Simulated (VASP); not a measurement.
# HfB2W3 (P6/mmm) in VASP: single point with PBE

Aim: the single point of HfB2W3 with PBE.

Program: VASP 6.6.1. These are calculated values, not measurements. Logs are shortened: lines on timing, memory, paths and dates and some standing lists are left out, and cuts for length are marked.

## 1. The cell of the first run

It takes space group P6/mmm (No. 191, hexagonal). The conventional cell has a = 4.313 Å, b = 4.313 Å, c = 5.681 Å, α = 90.00°, β = 90.00°, γ = 120.00°. Within 2.1 Å of Hf (site symmetry 6/mmm) lie 2 B at 1.54 Å. Within 1.7 Å of B (site symmetry 6mm) lie 1 W at 1.30 Å and 1 Hf at 1.54 Å. W (site symmetry -6m2) has 6 W at 2.49 Å and 6 B at 2.81 Å within 3.3 Å. W (site symmetry 6/mmm) has 2 B at 1.30 Å within 1.7 Å.

The cell was built from a structure type or drawn by symmetry, and may not be a known phase.

## 2. Single point, PBE

INCAR reads:

```
SYSTEM = HfB2W3
ALGO = Fast ; EDIFF = 1E-7
ENCUT = 520 ; GGA = PE
ISIF = 2 ; ISMEAR = 0
LASPH = .TRUE. ; LCHARG = .FALSE.
LREAL = .FALSE. ; LWAVE = .FALSE.
NBANDS = 38 ; NELM = 80
PREC = Accurate ; SIGMA = 0.1
```

KPOINTS reads:

```
k-points
0
G
  6 6 4
  0 0 0
```

POSCAR reads:

```
HfB2W3
1.0
    4.3134710400      0.0000000000      0.0000000000
   -2.1567355200      3.7355755000      0.0000000000
    0.0000000000      0.0000000000      5.6814678300
Hf B W
1 2 3
Direct
    0.0000000000      0.0000000000      0.0000000000
    0.0000000000      0.0000000000      0.2719017700
    0.0000000000      0.0000000000      0.7280982300
    0.3333333300      0.6666666700      0.5000000000
    0.6666666700      0.3333333300      0.5000000000
    0.0000000000      0.0000000000      0.5000000000
```

Potentials or basis: VASP PAW PBE potentials, release 64 (Hf_pv, B, W_sv).

Started as:

```sh
cat potpaw_PBE.64/Hf_pv/POTCAR potpaw_PBE.64/B/POTCAR potpaw_PBE.64/W_sv/POTCAR > POTCAR
mpirun -np 1 vasp_std > vasp.out
```

OUTCAR:

```text
SYSTEM = HfB2W3
   EDIFF = 1E-7
   ENCUT = 520
   GGA = PE
   ISIF = 2
   ISMEAR = 0
   LASPH = .TRUE.
   LREAL = .FALSE.
   NELM = 80
   PREC = Accurate

 ion  position               nearest neighbor table
   1  0.000  0.000  0.000-   2 1.54   3 1.54   6 2.84   6 2.84
   2  0.000  0.000  0.272-   6 1.30   1 1.54   5 2.81   4 2.81   5 2.81   4 2.81   5 2.81   4 2.81

   3  0.000  0.000  0.728-   6 1.30   1 1.54   5 2.81   4 2.81   5 2.81   4 2.81   5 2.81   4 2.81

   4  0.333  0.667  0.500-   6 2.49   5 2.49   5 2.49   6 2.49   6 2.49   5 2.49   2 2.81   3 2.81
                             2 2.81   3 2.81   2 2.81   3 2.81
   5  0.667  0.333  0.500-   6 2.49   4 2.49   4 2.49   6 2.49   6 2.49   4 2.49   2 2.81   3 2.81
                             3 2.81   2 2.81   3 2.81   2 2.81
   6  0.000  0.000  0.500-   2 1.30   3 1.30   4 2.49   5 2.49   5 2.49   4 2.49   5 2.49   4 2.49
                             1 2.84   1 2.84

 -----------------------------------------------------------------------------
|                                                                             |
|           W    W    AA    RRRRR   N    N  II  N    N   GGGG   !!!           |
|           W    W   A  A   R    R  NN   N  II  NN   N  G    G  !!!           |
|           W    W  A    A  R    R  N N  N  II  N N  N  G       !!!           |
|           W WW W  AAAAAA  RRRRR   N  N N  II  N  N N  G  GGG   !            |
|           WW  WW  A    A  R   R   N   NN  II  N   NN  G    G                |
|           W    W  A    A  R    R  N    N  II  N    N   GGGG   !!!           |
|                                                                             |
|     The distance between some ions is very small. Please check the          |
|     nearest-neighbor list in the OUTCAR file.                               |
|     I HOPE YOU KNOW WHAT YOU ARE DOING!                                     |
|                                                                             |
 -----------------------------------------------------------------------------

  LATTYP: Found a hexagonal cell.
 ALAT       =     4.3134710400
 C/A-ratio  =     1.3171452358

  Lattice vectors:

 A1 = (   4.3134710400,   0.0000000000,   0.0000000000)
 A2 = (  -2.1567355200,   3.7355755000,   0.0000000000)
 A3 = (   0.0000000000,   0.0000000000,   5.6814678300)

Analysis of symmetry for initial positions (statically):
=====================================================================
 Subroutine PRICEL returns:
 Original cell was already a primitive cell.

 Routine SETGRP: Setting up the symmetry group for a
[... 130 lines left out ...]
   ISIF   =      2    stress and relaxation
   ISYM   =      2    0-nonsym 1-usesym 2-fastsym
   POTIM  = 0.5000    time-step for ionic-motion
   TEBEG  =    0.0;   TEEND  =   0.0 temperature during run
   PSTRESS=    0.0 pullay stress
   NELECT =      58.0000    total number of electrons
   NUPDOWN=      -1.0000    fix difference up-down
   EMIN   =  10.00;   EMAX   =-10.00  energy-range for DOS
   EFERMI =   0.00;   METHOD = LEGACY
   ISMEAR =     0;   SIGMA  =   0.10  broadening in eV -4-tet -1-fermi 0-gaus
   EFERMI_NEDOS =   21; number of points for ismear=-14 and -15
   IALGO  =     68    algorithm
   IMIX   =      4    mixing-type and parameters
     AMIX     =   0.40;   BMIX     =  1.00
     AMIX_MAG =   1.60;   BMIX_MAG =  1.00
  volume/ion in A,a.u.               =      15.26       102.97
  Fermi-wavevector in a.u.,A,eV,Ry     =   1.406056  2.657060 26.898616  1.976992
  Thomas-Fermi vector in A             =   2.528455
   LORBIT       =      0    0 simple, 1 ext, 2 COOP (PROOUT), +10 PAW based schemes
   GGA     = PE    functional components
   LHFCALC =     F    Hartree Fock is set to
   AEXX    =    0.0000 exact exchange contribution
   IVDW    =     0    specifies the selected vdW correction
   LEPSILON=     F    determine dielectric tensor
   LRPA    =     F    only Hartree local field effects (RPA)
 non-spin polarized calculation
 RMM-DIIS sequential band-by-band and
 Gauss-broadening in eV      SIGMA  =   0.10
  energy-cutoff  :      520.00
  volume of cell :       91.55
 maximum number of plane-waves:      2502
   NGX = 17   NGY = 17   NGZ = 21

 number of electron      58.0000005 magnetization

 Free energy of the ion-electron system (eV)
  ---------------------------------------------------
  ext. energy  EPLUGINS =         0.00000000
  ---------------------------------------------------
  free energy    TOTEN  =       -11.11643835 eV

  energy without entropy =      -11.08371109  energy(sigma->0) =      -11.10007472

 E-fermi :   7.3124     XC(G=0): -11.5159

 val. band max:        7.2749159166   @ k =   0.3333   0.3333   0.2500
 cond. band min:       7.3132682051   @ k =   0.3333   0.0000   0.0000
 fundamental gap:      0.0383522885
 Fermi energy:         7.3123917427

 k-point     1 :       0.0000    0.0000    0.0000
  band No.  band energies     occupation
      1     -66.7260      2.00000
      2     -66.3283      2.00000
      3     -66.2720      2.00000
      4     -34.8640      2.00000
      5     -31.5470      2.00000
      6     -31.5470      2.00000
[... 850 lines left out ...]
     37      12.6157      0.00000
     38      12.6243      0.00000

------------------------ aborting loop because EDIFF is reached ----------------------------------------

  FORCE on cell =-STRESS in cart. coord.  units (eV):
  Direction    XX          YY          ZZ          XY          YZ          ZX
  --------------------------------------------------------------------------------------
  -------------------------------------------------------------------------------------
  Total       31.2047650     31.2047651    218.0175041      0.0000000      0.0000000      0.0000000
  in kB      546.1180645    546.1180647   3815.5485933      0.0000000      0.0000000      0.0000000
  external PRESSURE =    1635.9282408 kB  Pullay stress =       0.0000000 kB

 VOLUME and BASIS-vectors are now :
 -----------------------------------------------------------------------------
  energy-cutoff  :      520.00
  volume of cell :       91.55
      direct lattice vectors                 reciprocal lattice vectors
     4.313471040  0.000000000  0.000000000     0.231831857  0.133848185  0.000000000
    -2.156735520  3.735575500  0.000000000     0.000000000  0.267696370  0.000000000
     0.000000000  0.000000000  5.681467830     0.000000000  0.000000000  0.176010853

 POSITION                                       TOTAL-FORCE (eV/Angst)
 -----------------------------------------------------------------------------------
      0.00000      0.00000      0.00000         0.000000      0.000000      0.000000
      0.00000      0.00000      1.54480        -0.000000     -0.000000    -40.723165
      0.00000      0.00000      4.13667         0.000000      0.000000     40.723165
     -0.00000      2.49038      2.84073         0.000000      0.000000      0.000000
      2.15674      1.24519      2.84073        -0.000000     -0.000000      0.000000
      0.00000      0.00000      2.84073         0.000000      0.000000      0.000000
 -----------------------------------------------------------------------------------
    total drift:                               -0.000000      0.000000     -0.000000

  FREE ENERGIE OF THE ION-ELECTRON SYSTEM (eV)
  ---------------------------------------------------
  free  energy   TOTEN  =       -11.1164383507 eV

  energy  without entropy=      -11.0837110892  energy(sigma->0) =      -11.10007472
```

stdout:

```text
POSCAR found type information on POSCAR HfB W
 POSCAR found :  3 types and       6 ions
 scaLAPACK will be used
 LDA part: xc-table for (Slater+PW92), standard interpolation
 -----------------------------------------------------------------------------
|                                                                             |
|           W    W    AA    RRRRR   N    N  II  N    N   GGGG   !!!           |
|           W    W   A  A   R    R  NN   N  II  NN   N  G    G  !!!           |
|           W    W  A    A  R    R  N N  N  II  N N  N  G       !!!           |
|           W WW W  AAAAAA  RRRRR   N  N N  II  N  N N  G  GGG   !            |
|           WW  WW  A    A  R   R   N   NN  II  N   NN  G    G                |
|           W    W  A    A  R    R  N    N  II  N    N   GGGG   !!!           |
|                                                                             |
|     The distance between some ions is very small. Please check the          |
|     nearest-neighbor list in the OUTCAR file.                               |
|     I HOPE YOU KNOW WHAT YOU ARE DOING!                                     |
|                                                                             |
 -----------------------------------------------------------------------------

 POSCAR, INCAR and KPOINTS ok, starting setup
 FFT: planning ... GRIDC
 FFT: planning ... GRID_SOFT
 FFT: planning ... GRID
 WAVECAR not read
 entering main loop
```

Wall time 2.7 min (1 thread of Intel Xeon 8259CL, shared host); peak memory 0.24 GiB.

What came out:

- Free energy: -11.1164 eV
- Pressure: 163.6 GPa
- Largest force: 40.723 eV/Å
- Band gap on the k mesh: zero (bands 29 and 30 overlap by 1.32 eV)

Forces on the atoms (eV/Å):
```
Hf    0.000   0.000   0.000
B     0.000   0.000 -40.723
B     0.000   0.000  40.723
W     0.000   0.000   0.000
W     0.000   0.000   0.000
W     0.000   0.000   0.000
```

Stress tensor (GPa, compression positive):
```
 54.61   0.00   0.00
  0.00  54.61   0.00
  0.00   0.00 381.55
```

Caveat: atoms lie so close that the PAW spheres overlap strongly, which falsifies energies and pressures; the cell stands under pressure; spin-orbit coupling is left out, which moves the levels of the heavy elements; forces of over 1 eV/Å act on the atoms, so gaps and moduli don't describe the material at rest.
